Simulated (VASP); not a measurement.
# ZrC (Fm-3m) in VASP: further runs

Aim: see how the results for ZrC move with the level of theory and the settings. Levels: PBE+D4+U, PBE. Tasks: single point.

Program: VASP 6.6.1. These are calculated values, not measurements. Logs are shortened: lines on timing, memory, paths and dates and some standing lists are left out, and cuts for length are marked.

## (1) The cell of the first run

It takes space group Fm-3m (No. 225, cubic). Conventional cell: a = 4.700 Å, b = 4.700 Å, c = 4.700 Å, α = 90.00°, β = 90.00°, γ = 90.00°. Within 3.1 Å of Zr (site symmetry m-3m) lie 6 C at 2.35 Å. C (site symmetry m-3m) has 6 Zr at 2.35 Å within 3.1 Å.

## (2) Single point, PBE+D4+U

The input, INCAR:

```
ALGO = Normal
EDIFF = 1E-7
ENCUT = 520
GGA = PE
ISIF = 2
ISMEAR = -1
IVDW = 13
LASPH = T
LCHARG = T
LDAU = T
LDAUJ = 0 0
LDAUL = 2 -1
LDAUPRINT = 1
LDAUTYPE = 2
LDAUU = 6 0
LELF = T
LMAXMIX = 4
LREAL = F
LVHAR = T
LWAVE = F
NBANDS = 15
NELM = 150
PREC = Accurate
SIGMA = 0.05
```

The input, KPOINTS:

```
k-points
0
Gamma
  15 15 15
```

The input, POSCAR:

```
ZrC
1.0
    0.0000000000      2.3502100000      2.3502100000
    2.3502100000      0.0000000000      2.3502100000
    2.3502100000      2.3502100000      0.0000000000
Zr C
1 1
Direct
    0.5000000000      0.5000000000      0.5000000000
    0.0000000000      0.0000000000      0.0000000000
```

Potentials or basis: VASP PAW PBE potentials, release 64 (Zr_sv, C).

The run is started by

```sh
$ cat potpaw_PBE.64/Zr_sv/POTCAR potpaw_PBE.64/C/POTCAR > POTCAR
$ mpirun -np 1 vasp_std > vasp.out
```

OUTCAR:

```text
EDIFF = 1E-7
   ENCUT = 520
   GGA = PE
   ISIF = 2
   ISMEAR = -1
   IVDW = 13
   LASPH = T
   LREAL = F
   NELM = 150
   PREC = Accurate

 ion  position               nearest neighbor table
   1  0.500  0.500  0.500-   2 2.35   2 2.35   2 2.35   2 2.35   2 2.35   2 2.35
   2  0.000  0.000  0.000-   1 2.35   1 2.35   1 2.35   1 2.35   1 2.35   1 2.35

  LATTYP: Found a face centered cubic cell.
 ALAT       =     4.7004200000

  Lattice vectors:

 A1 = (   0.0000000000,   2.3502100000,   2.3502100000)
 A2 = (   2.3502100000,   0.0000000000,   2.3502100000)
 A3 = (   2.3502100000,   2.3502100000,   0.0000000000)

Analysis of symmetry for initial positions (statically):
=====================================================================
 Subroutine PRICEL returns:
 Original cell was already a primitive cell.

 Routine SETGRP: Setting up the symmetry group for a
 face centered cubic supercell.

 Subroutine GETGRP returns: Found 48 space group operations
 (whereof 48 operations were pure point group operations)
 out of a pool of 48 trial point group operations.

The static configuration has the point symmetry O_h .

Analysis of symmetry for dynamics (positions and initial velocities):
=====================================================================
 Subroutine PRICEL returns:
 Original cell was already a primitive cell.

 Routine SETGRP: Setting up the symmetry group for a
 face centered cubic supercell.

 Subroutine GETGRP returns: Found 48 space group operations
 (whereof 48 operations were pure point group operations)
 out of a pool of 48 trial point group operations.

The dynamic configuration has the point symmetry O_h .

 Subroutine INISYM returns: Found 48 space group operations
 (whereof 48 operations are pure point group operations),
 and found     1 'primitive' translations

----------------------------------------------------------------------------------------
[... 158 lines left out ...]
  o =  0.0932  v =  0.0000  0.0000  0.0000  0.0000  0.0000  1.0000  0.0000  0.0000  0.0000  0.0000      0.0000  0.0000  0.0000  0.0000  0.0000  0.0000  0.0000  0.0000  0.0000  0.0000
  o =  0.0932  v =  0.0000 -0.9958 -0.0000 -0.0913  0.0000  0.0000  0.0000  0.0000  0.0000  0.0000      0.0000  0.0000  0.0000  0.0000  0.0000  0.0000  0.0000  0.0000  0.0000  0.0000
  o =  0.0932  v =  0.0000  0.0000  0.0000  0.0000  0.0000  0.0000 -0.9958 -0.0000 -0.0913  0.0000      0.0000  0.0000  0.0000  0.0000  0.0000  0.0000  0.0000  0.0000  0.0000  0.0000
  o =  0.0932  v =  0.0000 -0.0913  0.0000  0.9958  0.0000  0.0000  0.0000  0.0000  0.0000  0.0000      0.0000  0.0000  0.0000  0.0000  0.0000  0.0000  0.0000  0.0000  0.0000  0.0000
  o =  0.0932  v =  0.0000  0.0000  0.0000  0.0000  0.0000  0.0000 -0.0913  0.0000  0.9958  0.0000      0.0000  0.0000  0.0000  0.0000  0.0000  0.0000  0.0000  0.0000  0.0000  0.0000
  o =  0.2021  v =  0.0000  0.0000  0.0000  0.0000  0.0000  0.0000  0.0000 -1.0000  0.0000  0.0027      0.0000  0.0000  0.0000  0.0000  0.0000  0.0000  0.0000  0.0000  0.0000  0.0000
  o =  0.2021  v =  0.0000  0.0000 -1.0000  0.0000  0.0027  0.0000  0.0000  0.0000  0.0000  0.0000      0.0000  0.0000  0.0000  0.0000  0.0000  0.0000  0.0000  0.0000  0.0000  0.0000
  o =  0.2021  v =  0.0000  0.0000  0.0027 -0.0000  1.0000  0.0000  0.0000  0.0000  0.0000  0.0000      0.0000  0.0000  0.0000  0.0000  0.0000  0.0000  0.0000  0.0000  0.0000  0.0000
  o =  0.2021  v =  0.0000  0.0000  0.0000  0.0000  0.0000  0.0000  0.0000  0.0027 -0.0000  1.0000      0.0000  0.0000  0.0000  0.0000  0.0000  0.0000  0.0000  0.0000  0.0000  0.0000

 number of electron      16.0000000 magnetization

 Free energy of the ion-electron system (eV)
  ---------------------------------------------------
  ext. energy  EPLUGINS =         0.00000000
  ---------------------------------------------------
  free energy    TOTEN  =       -15.69038266 eV

  energy without entropy =      -15.68803648  energy(sigma->0) =      -15.68920957

 E-fermi :  10.3118     XC(G=0): -12.1394

 val. band max:       10.3012829177   @ k =  -0.4667   0.4667   0.0000
 cond. band min:      10.3199574660   @ k =   0.4000   0.3333   0.0000
 fundamental gap:      0.0186745483
 Fermi energy:        10.3118397974

 k-point     1 :       0.0000    0.0000    0.0000
  band No.  band energies     occupation
      1     -39.1304      2.00000
      2     -16.7860      2.00000
      3     -16.7860      2.00000
      4     -16.7860      2.00000
      5      -1.3727      2.00000
      6      11.0596      0.00000
      7      11.0596      0.00000
      8      11.0596      0.00000
      9      12.1282      0.00000
     10      12.1282      0.00000
     11      12.1282      0.00000
     12      13.5675      0.00000
     13      13.5675      0.00000
     14      17.1855      0.00000
[... 401 lines left out ...]
      2     -17.0125      2.00000
      3     -16.8527      2.00000
      4     -16.8442      2.00000
      5      -0.5717      2.00000
      6       7.9674      2.00000
      7       9.7297      1.99998
      8       9.9163      1.99927
      9      11.3762      0.00000
     10      13.8430      0.00000
     11      14.1846      0.00000
     12      14.6783      0.00000
     13      16.2612      0.00000
     14      19.4646      0.00000
     15      22.4289      0.00000

 [... further k-points ...]

------------------------ aborting loop because EDIFF is reached ----------------------------------------

  DFT-D4 for vdW energy calculation

  Edisp (eV):   -0.49708

  FORCE on cell =-STRESS in cart. coord.  units (eV):
  Direction    XX          YY          ZZ          XY          YZ          ZX
  --------------------------------------------------------------------------------------
  -------------------------------------------------------------------------------------
  Total       2.51559     2.51559     2.51559     0.00000     0.00000    -0.00000
  in kB     155.23894   155.23894   155.23894     0.00000     0.00000    -0.00000
  external pressure =      155.24 kB  Pullay stress =        0.00 kB

 VOLUME and BASIS-vectors are now :
 -----------------------------------------------------------------------------
  energy-cutoff  :      520.00
  volume of cell :       25.96
      direct lattice vectors                 reciprocal lattice vectors
     0.000000000  2.350210000  2.350210000    -0.212746946  0.212746946  0.212746946
     2.350210000  0.000000000  2.350210000     0.212746946 -0.212746946  0.212746946
     2.350210000  2.350210000  0.000000000     0.212746946  0.212746946 -0.212746946

 POSITION                                       TOTAL-FORCE (eV/Angst)
 -----------------------------------------------------------------------------------
      2.35021      2.35021      2.35021         0.000000      0.000000      0.000000
      0.00000      0.00000      0.00000        -0.000000     -0.000000     -0.000000
 -----------------------------------------------------------------------------------
    total drift:                                0.000000      0.000000      0.000000

  FREE ENERGIE OF THE ION-ELECTRON SYSTEM (eV)
  ---------------------------------------------------
  free  energy   TOTEN  =       -16.1874596217 eV

  energy  without entropy=      -16.1851134493  energy(sigma->0) =      -16.18628654
```

OSZICAR:

```text
N       E                     dE             d eps       ncg     rms          rms(c)
DAV:   1     0.104141675199E+03    0.10414E+03   -0.86245E+03  3608   0.108E+03
DAV:   2    -0.138502388135E+02   -0.11799E+03   -0.11039E+03  4496   0.289E+02
DAV:   3    -0.201755219548E+02   -0.63253E+01   -0.62844E+01  6105   0.563E+01
DAV:   4    -0.202952946807E+02   -0.11977E+00   -0.11971E+00  4275   0.589E+00
DAV:   5    -0.202965869859E+02   -0.12923E-02   -0.12923E-02  4783   0.530E-01    0.184E+01
DAV:   6    -0.156973443375E+02    0.45992E+01   -0.84990E+00  4227   0.251E+01    0.563E+00
DAV:   7    -0.156957132598E+02    0.16311E-02   -0.70846E-01  4332   0.533E+00    0.429E+00
DAV:   8    -0.157197380248E+02   -0.24025E-01   -0.34258E-01  4290   0.479E+00    0.275E+00
DAV:   9    -0.156913854982E+02    0.28353E-01   -0.43756E-02  4085   0.150E+00    0.839E-01
DAV:  10    -0.156904829971E+02    0.90250E-03   -0.99566E-03  4454   0.866E-01    0.284E-01
DAV:  11    -0.156903744420E+02    0.10856E-03   -0.51724E-04  4307   0.241E-01    0.491E-02
DAV:  12    -0.156903823442E+02   -0.79022E-05   -0.24940E-05  4256   0.516E-02    0.492E-02
DAV:  13    -0.156903827762E+02   -0.43209E-06   -0.52126E-06  4377   0.245E-02    0.120E-02
DAV:  14    -0.156903825296E+02    0.24664E-06   -0.10485E-06  4405   0.856E-03    0.218E-03
DAV:  15    -0.156903826640E+02   -0.13443E-06   -0.59717E-08  2647   0.235E-03    0.142E-04
DAV:  16    -0.156903826565E+02    0.75336E-08   -0.74896E-09  2157   0.925E-04
   1 F= -.16187460E+02 E0= -.16186287E+02  d E =-.234617E-02
```

Wall time 84 s (1 thread of Intel Xeon 8259CL, shared host); peak memory 0.19 GiB.

Results:

```
Free energy                : -16.1875 eV
Pressure                   : 15.5 GPa
Band gap on the k mesh     : zero (bands 8 and 9 overlap by 1.15 eV)
Dispersion energy per atom : -0.249 eV
```

Levels at points of the mesh, in eV from the Fermi level:
```csv
k point,band 6,band 7,band 8,band 9,band 10,band 11
"(0.00, 0.00, 0.00)",0.75,0.75,0.75,1.82,1.82,1.82
```

Eigenvalues of the final occupation matrices:
| site | spin | trace | eigenvalues |
| --- | --- | --- | --- |
| site 1 d | 1 | 0.68 | 0.09 0.09 0.09 0.20 0.20 |
| site 1 d | 2 | 0.68 | 0.09 0.09 0.09 0.20 0.20 |

Caveat: the cell stands under pressure; U without spin polarisation on a metal has little footing; the U is typed as a test and isn't derived for this compound.

## (3) Single point, PBE, non-collinear spin, zero start, spin-orbit coupling

The input, INCAR:

```
ALGO = Normal
EDIFF = 1E-6
ENCUT = 520
GGA = PE
GGA_COMPAT = False
ISIF = 2
ISMEAR = -1
LASPH = True
LCHARG = False
LMAXMIX = 4
LORBIT = 11
LORBMOM = True
LREAL = False
LSORBIT = True
LWAVE = False
MAGMOM = 0 0 0 0 0 0
NBANDS = 28
NELM = 150
PREC = Accurate
SIGMA = 0.05
```

KPOINTS is that of step 2.

POSCAR is that of step 2.

Potentials or basis: VASP PAW PBE potentials, release 64 (Zr_sv, C).

The run is started by

```sh
$ cat potpaw_PBE.64/Zr_sv/POTCAR potpaw_PBE.64/C/POTCAR > POTCAR
$ mpirun -np 1 vasp_ncl > vasp.out
```

Run time: 5.1 min. Hardware: 1 thread of Intel Xeon 8259CL, shared host; peak memory 0.32 GiB.

The run converged. Its results:

```
Free energy                                           : -19.5318 eV
Pressure                                              : 1.4 GPa
Net moment                                            : 0.00 μB per cell
Valence electrons inside the program's atomic spheres : Zr 9.85; C 2.36
```

Moments on the atoms (μB; x, y, z):
```
Zr  0.00 0.00 0.00
C   0.00 0.00 0.00
```
